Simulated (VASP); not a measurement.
# Rh (Pm-3m) in VASP: further runs, part 3 of 3

VASP 6.6.1.

## 5. Single point, PBE

This run uses another cell than the first one, of 16.32 Å³/atom, 1.129 times its volume.

File INCAR:

```
SYSTEM = Rh
PREC = Accurate ; ENCUT = 520
EDIFF = 1E-6 ; ISMEAR = -1
SIGMA = 0.1 ; LREAL = .FALSE.
LASPH = .TRUE. ; NELM = 60
ALGO = Normal ; ISIF = 2
LWAVE = .FALSE. ; LCHARG = .TRUE.
GGA = PE ; LELF = .TRUE.
LVHAR = .TRUE. ; NBANDS = 14
```

File KPOINTS:

```
regular mesh
0
G
  17 17 17
  0 0 0
```

File POSCAR:

```
Rh
1.0
    2.5367330071      0.0000000000      0.0000000000
    0.0000000000      2.5367330071      0.0000000000
    0.0000000000      0.0000000000      2.5367330071
Rh
1
Direct
    0.0000000000      0.0000000000      0.0000000000
```

Potentials or basis: VASP PAW PBE potentials, release 64 (Rh_pv).

Run with:

```bash
$ cat potpaw_PBE.64/Rh_pv/POTCAR > POTCAR
$ mpirun -np 1 vasp_std > vasp.out
```

OUTCAR:

```text
SYSTEM = Rh
   PREC = Accurate
   ENCUT = 520
   EDIFF = 1E-6
   ISMEAR = -1
   LREAL = .FALSE.
   LASPH = .TRUE.
   NELM = 60
   ISIF = 2
   GGA = PE

 ion  position               nearest neighbor table
   1  0.000  0.000  0.000-

  LATTYP: Found a simple cubic cell.
 ALAT       =     2.5367330071

  Lattice vectors:

 A1 = (   2.5367330071,   0.0000000000,   0.0000000000)
 A2 = (   0.0000000000,   2.5367330071,   0.0000000000)
 A3 = (   0.0000000000,   0.0000000000,   2.5367330071)

Analysis of symmetry for initial positions (statically):
=====================================================================
 Subroutine PRICEL returns:
 Original cell was already a primitive cell.

 Routine SETGRP: Setting up the symmetry group for a
 simple cubic supercell.

 Subroutine GETGRP returns: Found 48 space group operations
[... 9 lines left out ...]

 Routine SETGRP: Setting up the symmetry group for a
 simple cubic supercell.

 Subroutine GETGRP returns: Found 48 space group operations
[... 11 lines left out ...]
                                     Primitive cell

  volume of cell :      16.3239

  direct lattice vectors                    reciprocal lattice vectors
     2.536733007  0.000000000  0.000000000     0.394207824  0.000000000  0.000000000
     0.000000000  2.536733007  0.000000000     0.000000000  0.394207824  0.000000000
     0.000000000  0.000000000  2.536733007     0.000000000  0.000000000  0.394207824

  length of vectors
     2.536733007  2.536733007  2.536733007     0.394207824  0.394207824  0.394207824

  position of ions in fractional coordinates (direct lattice)
     0.000000000  0.000000000  0.000000000

  ion indices of the primitive-cell ions
   primitive index   ion index
                 1           1

----------------------------------------------------------------------------------------

 KPOINTS: regular mesh

Automatic generation of k-mesh.
 Grid dimensions read from file:
 generate k-points for:   17   17   17

 Generating k-lattice:

  Cartesian coordinates                     Fractional coordinates (reciprocal lattice)
     0.023188696  0.000000000  0.000000000     0.058823529  0.000000000  0.000000000
     0.000000000  0.023188696  0.000000000     0.000000000  0.058823529  0.000000000
     0.000000000  0.000000000  0.023188696     0.000000000  0.000000000  0.058823529

  Length of vectors
     0.023188696  0.023188696  0.023188696

  Shift w.r.t. Gamma in fractional coordinates (k-lattice)
     0.000000000  0.000000000  0.000000000

 Subroutine IBZKPT returns following result:
 ===========================================

 Found    165 irreducible k-points:

 Following reciprocal coordinates:
            Coordinates               Weight
  0.000000  0.000000  0.000000      1.000000
  0.058824  0.000000  0.000000      6.000000
  0.117647  0.000000  0.000000      6.000000
  0.176471  0.000000  0.000000      6.000000
  0.235294  0.000000  0.000000      6.000000
  0.294118  0.000000  0.000000      6.000000
[... 16 lines left out ...]
  0.411765  0.117647  0.000000     24.000000
  0.470588  0.117647  0.000000     24.000000
 [... further k-points ...]
   k-points           NKPTS =    165   k-points in BZ     NKDIM =    165   number of bands    NBANDS=     14
   number of dos      NEDOS =    301   number of ions     NIONS =      1
   total plane-waves  NPLWV =   8000
   dimension x,y,z NGX =    20 NGY =   20 NGZ =   20
   dimension x,y,z NGXF=    40 NGYF=   40 NGZF=   40
   ions per type =               1
   NGX,Y,Z   is equivalent  to a cutoff of  13.11, 13.11, 13.11 a.u.
   NGXF,Y,Z  is equivalent  to a cutoff of  26.21, 26.21, 26.21 a.u.
 SYSTEM =  Rh
   PREC   = accura    normal or accurate (medium, high low for compatibility)
   ISTART =      0    job   : 0-new  1-cont  2-samecut
   ICHARG =      2    charge: 1-file 2-atom 10-const
   ISPIN  =      1    spin polarized calculation?
   LNONCOLLINEAR =      F non collinear calculations
   LSORBIT =      F    spin-orbit coupling
   LASPH  =      T    aspherical Exc in radial PAW
   ENCUT  =  520.0 eV  38.22 Ry    6.18 a.u.   4.72  4.72  4.72*2*pi/ulx,y,z
   NELM   =     60;   NELMIN=  2; NELMDL= -5     # of ELM steps
   EDIFF  = 0.1E-05   stopping-criterion for ELM
   LREAL  =      F    real-space projection
   EDIFFG = 0.1E-04   stopping-criterion for IOM
   NSW    =      0    number of steps for IOM
   IBRION =     -1    ionic relax: 0-MD 1-quasi-New 2-CG
   NFREE  =      0    steps in history (QN), initial steepest desc. (CG)
   ISIF   =      2    stress and relaxation
   ISYM   =      2    0-nonsym 1-usesym 2-fastsym
   POTIM  = 0.5000    time-step for ionic-motion
   TEBEG  =    0.0;   TEEND  =   0.0 temperature during run
   PSTRESS=    0.0 pullay stress
   NELECT =      15.0000    total number of electrons
   NUPDOWN=      -1.0000    fix difference up-down
   EMIN   =  10.00;   EMAX   =-10.00  energy-range for DOS
   EFERMI =   0.00;   METHOD = LEGACY
   ISMEAR =    -1;   SIGMA  =   0.10  broadening in eV -4-tet -1-fermi 0-gaus
   EFERMI_NEDOS =   21; number of points for ismear=-14 and -15
   IALGO  =     38    algorithm
   IMIX   =      4    mixing-type and parameters
     AMIX     =   0.40;   BMIX     =  1.00
     AMIX_MAG =   1.60;   BMIX_MAG =  1.00
  volume/ion in A,a.u.               =      16.32       110.16
  Fermi-wavevector in a.u.,A,eV,Ry     =   1.591587  3.007664 34.465604  2.533150
  Thomas-Fermi vector in A             =   2.690104
   LORBIT       =      0    0 simple, 1 ext, 2 COOP (PROOUT), +10 PAW based schemes
   GGA     = PE    functional components
   LHFCALC =     F    Hartree Fock is set to
   AEXX    =    0.0000 exact exchange contribution
   IVDW    =     0    specifies the selected vdW correction
   LEPSILON=     F    determine dielectric tensor
   LRPA    =     F    only Hartree local field effects (RPA)
 non-spin polarized calculation
  energy-cutoff  :      520.00
  volume of cell :       16.32
 maximum number of plane-waves:       461
 NGX is ok and might be reduce to    20
   NGX =  9   NGY =  9   NGZ =  9

 number of electron      15.0000000 magnetization

 Free energy of the ion-electron system (eV)
  ---------------------------------------------------
  ext. energy  EPLUGINS =         0.00000000
  ---------------------------------------------------
  free energy    TOTEN  =        -6.49730090 eV

  energy without entropy =       -6.43989922  energy(sigma->0) =       -6.46860006

 E-fermi :   9.1746     XC(G=0): -12.7952

 val. band max:        9.1745585219   @ k =   0.1765   0.0588   0.0000
 cond. band min:       9.1790189217   @ k =   0.1765   0.0588   0.0588
 fundamental gap:      0.0044603998
 Fermi energy:         9.1746033482

 k-point     1 :       0.0000    0.0000    0.0000
  band No.  band energies     occupation
      1     -36.8249      2.00000
      2     -36.8249      2.00000
      3     -36.8249      2.00000
      4       2.4568      2.00000
      5       4.1176      2.00000
      6       4.1176      2.00000
      7       9.9200      0.00116
      8       9.9200      0.00116
      9       9.9200      0.00116
     10      25.9659      0.00000
     11      25.9659      0.00000
     12      25.9659      0.00000
     13      30.3856      0.00000
     14      33.2040      0.00000

 k-point     2 :       0.0588    0.0000    0.0000
  band No.  band energies     occupation
      1     -36.8492      2.00000
      2     -36.8229      2.00000
      3     -36.8229      2.00000
      4       2.5564      2.00000
      5       4.1371      2.00000
      6       4.2077      2.00000
      7       9.8352      0.00270
      8       9.8352      0.00270
      9       9.9266      0.00108
     10      25.2553      0.00000
     11      26.1406      0.00000
     12      26.1406      0.00000
     13      30.3874      0.00000
     14      32.7522      0.00000
[... 343 lines left out ...]
      1     -37.4593      2.00000
      2     -36.8596      2.00000
      3     -36.7618      2.00000
      4       4.7890      2.00000
      5       5.2705      2.00000
      6       6.7569      2.00000
      7       8.0175      1.99998
      8       9.6986      0.01054
      9       9.8209      0.00311
     10      16.2583      0.00000
     11      26.8090      0.00000
     12      29.0555      0.00000
     13      30.3946      0.00000
     14      31.6923      0.00000

 k-point    24 :       0.4706    0.1176    0.0000
  band No.  band energies     occupation
      1     -37.5038      2.00000
      2     -36.8554      2.00000
      3     -36.7578      2.00000
      4       4.8673      2.00000
      5       5.4269      2.00000
      6       6.6481      2.00000
      7       7.9008      1.99999
      8       9.8365      0.00267
      9      10.3624      0.00001
     10      15.4466      0.00000
     11      26.7513      0.00000
     12      29.5975      0.00000
     13      30.3806      0.00000
     14      30.6828      0.00000

 [... further k-points ...]
[... 5 lines left out ...]
  --------------------------------------------------------------------------------------
  -------------------------------------------------------------------------------------
  Total        0.0086717      0.0086717      0.0086717      0.0000000     -0.0000000      0.0000000
  in kB        0.8511191      0.8511191      0.8511191      0.0000000     -0.0000000      0.0000000
  external PRESSURE =       0.8511191 kB  Pullay stress =       0.0000000 kB

 VOLUME and BASIS-vectors are now :
 -----------------------------------------------------------------------------
  energy-cutoff  :      520.00
  volume of cell :       16.32
      direct lattice vectors                 reciprocal lattice vectors
     2.536733007  0.000000000  0.000000000     0.394207824  0.000000000  0.000000000
     0.000000000  2.536733007  0.000000000     0.000000000  0.394207824  0.000000000
     0.000000000  0.000000000  2.536733007     0.000000000  0.000000000  0.394207824

 POSITION                                       TOTAL-FORCE (eV/Angst)
 -----------------------------------------------------------------------------------
      0.00000      0.00000      0.00000         0.000000      0.000000      0.000000
 -----------------------------------------------------------------------------------
    total drift:                               -0.000000      0.000000      0.000000

  FREE ENERGIE OF THE ION-ELECTRON SYSTEM (eV)
  ---------------------------------------------------
  free  energy   TOTEN  =        -6.4973008970 eV

  energy  without entropy=       -6.4398992186  energy(sigma->0) =       -6.46860006
```

It took 14 s on 1 thread of Intel Xeon Platinum 8488C (Sapphire Rapids), shared host; peak memory 0.15 GiB.

Results:

```
Free energy : -6.4973 eV
Pressure    : 0.1 GPa
```

## 6. Relaxation of cell and atoms, PBE

This run uses another cell than the first one, of 15.07 Å³/atom, 1.042 times its volume.

File INCAR:

```
SYSTEM = Rh
PREC = Accurate
ENCUT = 600
EDIFF = 1E-7
ISMEAR = -1
SIGMA = 0.1
LREAL = .FALSE.
LASPH = .TRUE.
NELM = 60
ALGO = Normal
ISIF = 3
LWAVE = .FALSE.
LCHARG = .FALSE.
GGA = PE
IBRION = 2
NSW = 80
EDIFFG = -0.01
```

File KPOINTS:

```
Automatic mesh
0
G
  17 17 17
  0 0 0
```

File POSCAR:

```
Rh
1.0
    2.4700000000      0.0000000000      0.0000000000
    0.0000000000      2.4700000000      0.0000000000
    0.0000000000      0.0000000000      2.4700000000
Rh
1
Direct
    0.0000000000      0.0000000000      0.0000000000
```

Potentials or basis: VASP PAW PBE potentials, release 64 (Rh_pv).

Run with:

```bash
$ cat potpaw_PBE.64/Rh_pv/POTCAR > POTCAR
$ mpirun -np 1 vasp_std > vasp.out
```

OUTCAR:

```text
SYSTEM = Rh
   PREC = Accurate
   ENCUT = 600
   EDIFF = 1E-7
   ISMEAR = -1
   LREAL = .FALSE.
   LASPH = .TRUE.
   NELM = 60
   ISIF = 3
   GGA = PE
   IBRION = 2
   NSW = 80
   EDIFFG = -0.01

 ion  position               nearest neighbor table
   1  0.000  0.000  0.000-

  LATTYP: Found a simple cubic cell.
 ALAT       =     2.4700000000

  Lattice vectors:

 A1 = (   2.4700000000,   0.0000000000,   0.0000000000)
 A2 = (   0.0000000000,   2.4700000000,   0.0000000000)
 A3 = (   0.0000000000,   0.0000000000,   2.4700000000)

Analysis of symmetry for initial positions (statically):
=====================================================================
 Subroutine PRICEL returns:
 Original cell was already a primitive cell.

 Routine SETGRP: Setting up the symmetry group for a
 simple cubic supercell.

 Subroutine GETGRP returns: Found 48 space group operations
[... 9 lines left out ...]

 Routine SETGRP: Setting up the symmetry group for a
 simple cubic supercell.

 Subroutine GETGRP returns: Found 48 space group operations
[... 11 lines left out ...]
                                     Primitive cell

  volume of cell :      15.0692

  direct lattice vectors                    reciprocal lattice vectors
     2.470000000  0.000000000  0.000000000     0.404858300  0.000000000  0.000000000
     0.000000000  2.470000000  0.000000000     0.000000000  0.404858300  0.000000000
     0.000000000  0.000000000  2.470000000     0.000000000  0.000000000  0.404858300

  length of vectors
     2.470000000  2.470000000  2.470000000     0.404858300  0.404858300  0.404858300

  position of ions in fractional coordinates (direct lattice)
     0.000000000  0.000000000  0.000000000

  ion indices of the primitive-cell ions
   primitive index   ion index
                 1           1

----------------------------------------------------------------------------------------

 KPOINTS: Automatic mesh

Automatic generation of k-mesh.
 Grid dimensions read from file:
 generate k-points for:   17   17   17

 Generating k-lattice:

  Cartesian coordinates                     Fractional coordinates (reciprocal lattice)
[... 68 lines left out ...]
   POTIM  = 0.5000    time-step for ionic-motion
   TEBEG  =    0.0;   TEEND  =   0.0 temperature during run
   PSTRESS=    0.0 pullay stress
   NELECT =      15.0000    total number of electrons
   NUPDOWN=      -1.0000    fix difference up-down
   EMIN   =  10.00;   EMAX   =-10.00  energy-range for DOS
   EFERMI =   0.00;   METHOD = LEGACY
   ISMEAR =    -1;   SIGMA  =   0.10  broadening in eV -4-tet -1-fermi 0-gaus
   EFERMI_NEDOS =   21; number of points for ismear=-14 and -15
   IALGO  =     38    algorithm
   IMIX   =      4    mixing-type and parameters
     AMIX     =   0.40;   BMIX     =  1.00
     AMIX_MAG =   1.60;   BMIX_MAG =  1.00
  volume/ion in A,a.u.               =      15.07       101.69
  Fermi-wavevector in a.u.,A,eV,Ry     =   1.634588  3.088923 36.353105  2.671878
  Thomas-Fermi vector in A             =   2.726202
   LORBIT       =      0    0 simple, 1 ext, 2 COOP (PROOUT), +10 PAW based schemes
   GGA     = PE    functional components
   LHFCALC =     F    Hartree Fock is set to
   AEXX    =    0.0000 exact exchange contribution
   IVDW    =     0    specifies the selected vdW correction
   LEPSILON=     F    determine dielectric tensor
   LRPA    =     F    only Hartree local field effects (RPA)
 conjugate gradient relaxation of ions
 non-spin polarized calculation
  energy-cutoff  :      600.00
  volume of cell :       15.07
 maximum number of plane-waves:       515
 NGX is ok and might be reduce to    20
   NGX =  9   NGY =  9   NGZ =  9

--------------------------------------- Ionic step        1  -------------------------------------------

 number of electron      14.9999999 magnetization

 Free energy of the ion-electron system (eV)
  ---------------------------------------------------
  ext. energy  EPLUGINS =         0.00000000
  ---------------------------------------------------
  free energy    TOTEN  =        -6.43094901 eV

  energy without entropy =       -6.38032784  energy(sigma->0) =       -6.40563842

 E-fermi :  10.4664     XC(G=0): -13.2860

 val. band max:       10.4449791310   @ k =   0.2941   0.2353   0.0588
 cond. band min:      10.4666312835   @ k =   0.1765   0.0588   0.0000
 fundamental gap:      0.0216521524
 Fermi energy:        10.4663853811

 k-point     1 :       0.0000    0.0000    0.0000
  band No.  band energies     occupation
      1     -35.6521      2.00000
      2     -35.6521      2.00000
      3     -35.6521      2.00000
      4       3.2129      2.00000
      5       4.7974      2.00000
      6       4.7974      2.00000
      7      11.3284      0.00036
      8      11.3284      0.00036
      9      11.3284      0.00036
     10      27.8553      0.00000
     11      27.8553      0.00000
[... 426 lines left out ...]
--------------------------------------- Ionic step        4  -------------------------------------------

 number of electron      15.0000000 magnetization

 Free energy of the ion-electron system (eV)
  ---------------------------------------------------
  ext. energy  EPLUGINS =         0.00000000
  ---------------------------------------------------
  free energy    TOTEN  =        -6.49549246 eV

  energy without entropy =       -6.43804430  energy(sigma->0) =       -6.46676838

 E-fermi :   9.1662     XC(G=0): -12.7919

 val. band max:        9.1661180212   @ k =   0.1765   0.0588   0.0000
 cond. band min:       9.1705868897   @ k =   0.1765   0.0588   0.0588
 fundamental gap:      0.0044688685
 Fermi energy:         9.1661795477

 k-point     1 :       0.0000    0.0000    0.0000
  band No.  band energies     occupation
      1     -36.8328      2.00000
      2     -36.8328      2.00000
      3     -36.8328      2.00000
      4       2.4518      2.00000
      5       4.1133      2.00000
      6       4.1133      2.00000
      7       9.9109      0.00117
      8       9.9109      0.00117
      9       9.9109      0.00117
     10      25.9536      0.00000
     11      25.9536      0.00000
[... 350 lines left out ...]
  FREE ENERGIE OF THE ION-ELECTRON SYSTEM (eV)
  ---------------------------------------------------
  free  energy   TOTEN  =        -6.4954924611 eV

  energy  without entropy=       -6.4380443012  energy(sigma->0) =       -6.46676838

 reached required accuracy - stopping structural energy minimisation
```

OSZICAR:

```text
N       E                     dE             d eps       ncg     rms          rms(c)
DAV:   1     0.127130731968E+03    0.12713E+03   -0.10176E+04  3646   0.160E+03
DAV:   2    -0.491981704048E+01   -0.13205E+03   -0.12602E+03  3726   0.406E+02
DAV:   3    -0.668759751814E+01   -0.17678E+01   -0.17415E+01  4131   0.529E+01
[... 36 lines left out ...]
DAV:   3    -0.649547201666E+01   -0.99982E-05   -0.57312E-05  3825   0.892E-02    0.444E-02
DAV:   4    -0.649549374582E+01   -0.21729E-04   -0.33959E-05  3843   0.695E-02    0.270E-03
DAV:   5    -0.649549306305E+01    0.68277E-06   -0.74427E-07  4059   0.120E-02    0.136E-03
DAV:   6    -0.649549246313E+01    0.59992E-06   -0.26123E-08  2100   0.217E-03    0.161E-04
DAV:   7    -0.649549246110E+01    0.20314E-08   -0.23251E-09  1839   0.777E-04
   4 F= -.64954925E+01 E0= -.64667684E+01  d E =-.645435E-01
```

Wall time 44 s (1 thread of Intel Xeon Platinum 8488C (Sapphire Rapids), shared host); peak memory 0.15 GiB.

What came out:

```yaml
Free_energy: -6.4955 eV
Relaxed_volume: 16.33 Å³/atom
Relaxed_cell: a = 2.537 Å, b = 2.537 Å, c = 2.537 Å, α = 90.00°, β = 90.00°, γ = 90.00°
Space_group_after_relaxing_to_0.05_Å: Pm-3m (No. 221)
Energy_gained_by_relaxing: 64.5 meV/atom
Ionic_steps: 4
Pressure_after_relaxing: -0.1 GPa
```

The path:
| step | energy change (eV) | largest force (eV/Å) | pressure (GPa) | volume (Å³) |
| --- | --- | --- | --- | --- |
| 1 | 0.0000 | 0.0000 | 17.90 | 15.07 |
| 2 | 0.1227 | 0.0000 | -18.72 | 19.05 |
| 3 | -0.0644 | 0.0000 | -0.72 | 16.39 |
| 4 | -0.0645 | 0.0000 | -0.10 | 16.33 |

Final structure:
```cif
data_structure
_symmetry_space_group_name_H-M 'P 1'
_symmetry_Int_Tables_number 1
_cell_length_a 2.5372
_cell_length_b 2.5372
_cell_length_c 2.5372
_cell_angle_alpha 90.000
_cell_angle_beta 90.000
_cell_angle_gamma 90.000
_cell_volume 16.33
loop_
_atom_site_label
_atom_site_type_symbol
_atom_site_fract_x
_atom_site_fract_y
_atom_site_fract_z
_atom_site_occupancy
Rh1 Rh 0.00000 0.00000 0.00000 1
```

## 7. Summary

```tsv
task	cell	cutoff (eV)	gap on the mesh (eV)	pressure (GPa)
single point	a = 2.436 Å, 1 atom	520	none	30.2
single point	a = 2.464 Å, 1 atom	520	none	20.1
single point	a = 2.496 Å, 1 atom	520	none	10.1
single point	a = 2.537 Å, 1 atom	520	none	0.1
relaxation of cell and atoms	relaxed from a = 2.470 Å, 1 atom	600	none	-0.1
```

Alike in all rows: level PBE; potentials or basis VASP PAW PBE potentials, release 64 (Rh_pv); no spin polarisation; k mesh 17 × 17 × 17; smearing fermi-dirac 0.1 eV.

Absolute energies hang on the potentials; compare differences alone.
